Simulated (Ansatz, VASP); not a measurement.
# Mg in VASP and in Ansatz

File POSCAR:

```
Mg
1.0
   -1.8204910598      1.8204910598      1.7028109027
    1.8204910598     -1.8204910598      1.7028109027
    1.8204910598      1.8204910598     -1.7028109027
Mg
1
Direct
    0.0000000000      0.0000000000      0.0000000000
```

File INCAR.step1:

```
SYSTEM = Mg
ALGO = Normal
EDIFF = 1E-4
ENCUT = 520
GGA = PE
ISMEAR = 0
LASPH = .True.
LCHARG = .False.
LREAL = .False.
LWAVE = .True.
NBANDS = 7
NELM = 100
PREC = Accurate
SIGMA = 0.15
```

File INCAR.step2:

```
SYSTEM = Mg
ALGO = Normal
EDIFF = 1E-6
ENCUT = 520
ISIF = 2
ISMEAR = 0
ISTART = 1
LASPH = .True.
LCHARG = .True.
LELF = .True.
LMIXTAU = .True.
LREAL = .False.
LVHAR = .True.
LWAVE = .False.
METAGGA = R2SCAN
NBANDS = 7
NELM = 100
PREC = Accurate
SIGMA = 0.15
```

KPOINTS

```
k-points
0
Gamma
  26 26 26
  0 0 0
```

Input for Ansatz:

```yaml
crystal:
  lattice:
    - [-1.8204910598, 1.8204910598, 1.7028109027]
    - [1.8204910598, -1.8204910598, 1.7028109027]
    - [1.8204910598, 1.8204910598, -1.7028109027]
  atoms:
    - { symbol: Mg, position: [0.0, 0.0, 0.0] }
basis:
  ecutwfc: 500
kpoints:
  mp_grid: { grid: [26, 26, 26] }
hamiltonian:
  xc: r2scan
scf:
  occupations: { method: gaussian, width: 0.15 }
output:
  forces: true
  stress: true
  eigenvalues: true
```

Alike in both runs: task single point; functional r2SCAN; k mesh 26 × 26 × 26; occupations gaussian, width 0.15 eV; no spin polarisation.

```csv
,VASP,Ansatz
version,VASP 6.6.1,Ansatz 0.2.0
potentials or method,"VASP PAW PBE potentials, release 64 (Mg), cutoff 520 eV","scalar-relativistic, plane waves, PAW"
valence electrons in the cell,2,10
```

|  | VASP | Ansatz | Ansatz less VASP |
| --- | --- | --- | --- |
| gap on the k mesh at the Fermi level (eV) | none | none | - |
| pressure (GPa) | -0.3 | 0.0 | +0.27 |
| traceless stress, the component that is largest in VASP (GPa) | 0.30 | 0.31 | +0.012 |

VASP's potentials were made for PBE, not for r2SCAN. A gap of «none» marks a metal or a gap that the smearing closes. The functional is the same, so the differences come from potentials, cutoffs and numerics. VASP's potentials hold 2 valence electrons a cell and Ansatz's 10, so a difference there can come from the potentials and not from the codes.
